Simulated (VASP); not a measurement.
# Ir (Fm-3m) in VASP: single point with PBEsol

Aim: the single point of Ir with PBEsol.

Program: VASP 6.6.1. These are calculated values, not measurements. Logs are shortened: lines on timing, memory, paths and dates and some standing lists are left out, and cuts for length are marked.

### 1 The cell of the first run

The structure is cubic, space group Fm-3m (No. 225). Conventional cell: a = 3.830 Å, b = 3.830 Å, c = 3.830 Å, α = 90.00°, β = 90.00°, γ = 90.00°. Within 3.6 Å of Ir (site symmetry m-3m) lie 12 Ir at 2.71 Å.

### 2 Single point, PBEsol

File INCAR:

```
SYSTEM = Ir
ALGO = Normal
EDIFF = 1E-6
ENCUT = 560
GGA = PS
GGA_COMPAT = .False.
ISIF = 2
ISMEAR = 0
LASPH = .True.
LCHARG = .False.
LREAL = .False.
LWAVE = .False.
NBANDS = 78
NELM = 120
PREC = Accurate
SIGMA = 0.15
```

File KPOINTS:

```
k-points
0
Gamma
  14 14 14
  0 0 0
```

File POSCAR:

```
Ir
1.0
   -3.8302304141      3.8302304141      0.0000000000
   -3.8302304141      0.0000000000      3.8302304141
    0.0000000000      3.8302304141      3.8302304141
Ir
8
Direct
    0.0000000000      0.0000000000      0.0000000000
    0.5000000000      0.0000000000      0.0000000000
    0.0000000000      0.5000000000      0.0000000000
    0.0000000000      0.0000000000      0.5000000000
    0.5000000000      0.5000000000      0.0000000000
    0.5000000000      0.0000000000      0.5000000000
    0.0000000000      0.5000000000      0.5000000000
    0.5000000000      0.5000000000      0.5000000000
```

Potentials or basis: VASP PAW PBE potentials, release 64 (Ir_sv_GW).

Started as:

```console
> cat potpaw_PBE.64/Ir_sv_GW/POTCAR > POTCAR
> mpirun -np 1 vasp_std > vasp.out
```

OUTCAR:

```text
SYSTEM = Ir
   EDIFF = 1E-6
   ENCUT = 560
   GGA = PS
   ISIF = 2
   ISMEAR = 0
   LASPH = .True.
   LREAL = .False.
   NELM = 120
   PREC = Accurate

 ion  position               nearest neighbor table
   1  0.000  0.000  0.000-   2 2.71   3 2.71   4 2.71   4 2.71   6 2.71   7 2.71   3 2.71   5 2.71
                             7 2.71   2 2.71   5 2.71   6 2.71
   2  0.500  0.000  0.000-   1 2.71   5 2.71   6 2.71   4 2.71   6 2.71   8 2.71   3 2.71   5 2.71
                             8 2.71   1 2.71   3 2.71   4 2.71
   3  0.000  0.500  0.000-   1 2.71   5 2.71   7 2.71   4 2.71   7 2.71   8 2.71   1 2.71   2 2.71
                             4 2.71   2 2.71   5 2.71   8 2.71
   4  0.000  0.000  0.500-   1 2.71   6 2.71   7 2.71   1 2.71   2 2.71   3 2.71   3 2.71   7 2.71
                             8 2.71   2 2.71   6 2.71   8 2.71
   5  0.500  0.500  0.000-   2 2.71   3 2.71   8 2.71   6 2.71   7 2.71   8 2.71   1 2.71   2 2.71
                             6 2.71   1 2.71   3 2.71   7 2.71
   6  0.500  0.000  0.500-   2 2.71   4 2.71   8 2.71   1 2.71   2 2.71   5 2.71   5 2.71   7 2.71
                             8 2.71   1 2.71   4 2.71   7 2.71
   7  0.000  0.500  0.500-   3 2.71   4 2.71   8 2.71   1 2.71   3 2.71   5 2.71   1 2.71   4 2.71
                             6 2.71   5 2.71   6 2.71   8 2.71
   8  0.500  0.500  0.500-   5 2.71   6 2.71   7 2.71   2 2.71   3 2.71   5 2.71   2 2.71   4 2.71
                             6 2.71   3 2.71   4 2.71   7 2.71
[... 6 lines left out ...]
 A1 = (  -3.8302304141,   3.8302304141,   0.0000000000)
 A2 = (  -3.8302304141,   0.0000000000,   3.8302304141)
 A3 = (   0.0000000000,   3.8302304141,   3.8302304141)

Analysis of symmetry for initial positions (statically):
=====================================================================
 Subroutine PRICEL returns following result:

  LATTYP: Found a face centered cubic cell.
 ALAT       =     3.8302304141

  Lattice vectors:

 A1 = (  -1.9151152070,   1.9151152070,   0.0000000000)
 A2 = (  -1.9151152070,   0.0000000000,   1.9151152070)
 A3 = (   0.0000000000,   1.9151152070,   1.9151152070)

   8 primitive cells build up your supercell.

 Routine SETGRP: Setting up the symmetry group for a
 face centered cubic supercell.

 Subroutine GETGRP returns: Found 48 space group operations
 (whereof 48 operations were pure point group operations)
 out of a pool of 48 trial point group operations.

The static configuration has the point symmetry O_h .

Analysis of symmetry for dynamics (positions and initial velocities):
=====================================================================
 Subroutine PRICEL returns following result:

  LATTYP: Found a face centered cubic cell.
[... 125 lines left out ...]
   PSTRESS=    0.0 pullay stress
   NELECT =     136.0000    total number of electrons
   NUPDOWN=      -1.0000    fix difference up-down
   EMIN   =  10.00;   EMAX   =-10.00  energy-range for DOS
   EFERMI =   0.00;   METHOD = LEGACY
   ISMEAR =     0;   SIGMA  =   0.15  broadening in eV -4-tet -1-fermi 0-gaus
   EFERMI_NEDOS =   21; number of points for ismear=-14 and -15
   IALGO  =     38    algorithm
   IMIX   =      4    mixing-type and parameters
     AMIX     =   0.40;   BMIX     =  1.00
     AMIX_MAG =   1.60;   BMIX_MAG =  1.00
  volume/ion in A,a.u.               =      14.05        94.80
  Fermi-wavevector in a.u.,A,eV,Ry     =   1.744561  3.296743 41.409252  3.043494
  Thomas-Fermi vector in A             =   2.816417
   LORBIT       =      0    0 simple, 1 ext, 2 COOP (PROOUT), +10 PAW based schemes
   GGA     = PS    functional components
   LHFCALC =     F    Hartree Fock is set to
   AEXX    =    0.0000 exact exchange contribution
   IVDW    =     0    specifies the selected vdW correction
   LEPSILON=     F    determine dielectric tensor
   LRPA    =     F    only Hartree local field effects (RPA)
 non-spin polarized calculation
 Gauss-broadening in eV      SIGMA  =   0.15
  energy-cutoff  :      560.00
  volume of cell :      112.38
 maximum number of plane-waves:      3413
 NGX is ok and might be reduce to    42
   NGX = 21   NGY = 21   NGZ = 21

 number of electron     136.0000001 magnetization

 Free energy of the ion-electron system (eV)
  ---------------------------------------------------
  ext. energy  EPLUGINS =         0.00000000
  ---------------------------------------------------
  free energy    TOTEN  =       -83.23077136 eV

  energy without entropy =      -83.14751172  energy(sigma->0) =      -83.18914154

 E-fermi :  12.8479     XC(G=0): -14.7516

 val. band max:       12.8433563013   @ k =   0.2857   0.1429   0.0000
 cond. band min:      12.8482356992   @ k =  -0.4286   0.2857   0.0714
 fundamental gap:      0.0048793979
 Fermi energy:        12.8479463435

 k-point     1 :       0.0000    0.0000    0.0000
  band No.  band energies     occupation
      1     -80.1763      2.00000
      2     -80.1086      2.00000
      3     -80.1086      2.00000
      4     -80.1086      2.00000
      5     -80.1086      2.00000
      6     -80.0880      2.00000
[... 1933 lines left out ...]
     77      15.2201      0.00000
     78      16.2292      0.00000

 [... further k-points ...]

------------------------ aborting loop because EDIFF is reached ----------------------------------------

  FORCE on cell =-STRESS in cart. coord.  units (eV):
  Direction    XX          YY          ZZ          XY          YZ          ZX
  --------------------------------------------------------------------------------------
  -------------------------------------------------------------------------------------
  Total       -1.2969948     -1.2969948     -1.2969948      0.0000000     -0.0000000     -0.0000000
  in kB      -18.4903069    -18.4903069    -18.4903069      0.0000000     -0.0000000     -0.0000000
  external PRESSURE =     -18.4903069 kB  Pullay stress =       0.0000000 kB

 VOLUME and BASIS-vectors are now :
 -----------------------------------------------------------------------------
  energy-cutoff  :      560.00
  volume of cell :      112.38
      direct lattice vectors                 reciprocal lattice vectors
    -3.830230414  3.830230414  0.000000000    -0.130540450  0.130540450 -0.130540450
    -3.830230414  0.000000000  3.830230414    -0.130540450 -0.130540450  0.130540450
     0.000000000  3.830230414  3.830230414     0.130540450  0.130540450  0.130540450

 POSITION                                       TOTAL-FORCE (eV/Angst)
 -----------------------------------------------------------------------------------
      0.00000      0.00000      0.00000         0.000000      0.000000     -0.000000
     -1.91512      1.91512      0.00000        -0.000000     -0.000000      0.000000
     -1.91512      0.00000      1.91512         0.000000     -0.000000     -0.000000
      0.00000      1.91512      1.91512         0.000000      0.000000      0.000000
     -3.83023      1.91512      1.91512        -0.000000     -0.000000     -0.000000
     -1.91512      3.83023      1.91512         0.000000      0.000000     -0.000000
     -1.91512      1.91512      3.83023        -0.000000     -0.000000      0.000000
     -3.83023      3.83023      3.83023        -0.000000      0.000000      0.000000
 -----------------------------------------------------------------------------------
    total drift:                               -0.000000     -0.000000     -0.000000

  FREE ENERGIE OF THE ION-ELECTRON SYSTEM (eV)
  ---------------------------------------------------
  free  energy   TOTEN  =       -83.2307713637 eV

  energy  without entropy=      -83.1475117192  energy(sigma->0) =      -83.18914154
```

Run time: 19 min. Hardware: 1 thread of Intel Xeon Platinum 8259CL at 2.50GHz (Skylake/Cascade Lake), shared host; peak memory 0.74 GiB.

What came out:

| Quantity | Value |
| --- | --- |
| Free energy | -83.2308 eV |
| Pressure | -1.8 GPa |
| Band gap on the k mesh | zero (bands 68 and 69 overlap by 2.32 eV) |

Caveat: the PAW data sets were made with another functional, which shifts forces and pressure a little; spin-orbit coupling is left out, which moves the levels of the heavy elements.
